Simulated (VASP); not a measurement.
A run of VASP 6.6.1 is set up as follows.

INCAR

```
ALGO     = Normal         # electronic algorithm
EDIFF    = 1E-6           # SCF threshold, eV
EDIFFG   = -0.05          # ionic threshold
ENCUT    = 600            # plane-wave cutoff, eV
IBRION   = 2              # ionic algorithm
ISIF     = 3              # what is computed and relaxed
ISMEAR   = 0              # smearing method
LASPH    = True           # aspherical terms in the spheres
LCHARG   = False          # write CHGCAR
LREAL    = False          # projectors in reciprocal space
LWAVE    = False          # write WAVECAR
NELM     = 100            # most SCF steps
NSW      = 80             # ionic steps
PREC     = Accurate       # precision mode
SIGMA    = 0.01           # smearing width, eV
```

KPOINTS

```
k-points
0
Gamma
  12 12 4
```

Contents of POSCAR:

```
La2O3
1.0
    3.9307780000      0.0000000000      0.0000000000
   -1.9653890000      3.4041530000      0.0000000000
    0.0000000000      0.0000000000      6.1119540000
La O
2 3
Direct
    0.6666666667      0.3333333333      0.7537640000
    0.3333333333      0.6666666667      0.2462360000
    0.6666666667      0.3333333333      0.3541090000
    0.3333333333      0.6666666667      0.6458910000
    0.0000000000      0.0000000000      0.0000000000
```

Potentials or basis: VASP PAW LDA potentials, release 64 (La, O).

The run is started by

```bash
$ cat potpaw_LDA.64/La/POTCAR potpaw_LDA.64/O/POTCAR > POTCAR
$ mpirun -np 1 vasp_std > vasp.out
```

(1) Estimate the space group after relaxing (to 0.05 Å).

(2) Estimate the relaxed volume.

Results:

(1) P-3m1 (No. 164).

(2) 15.53 Å³/atom.
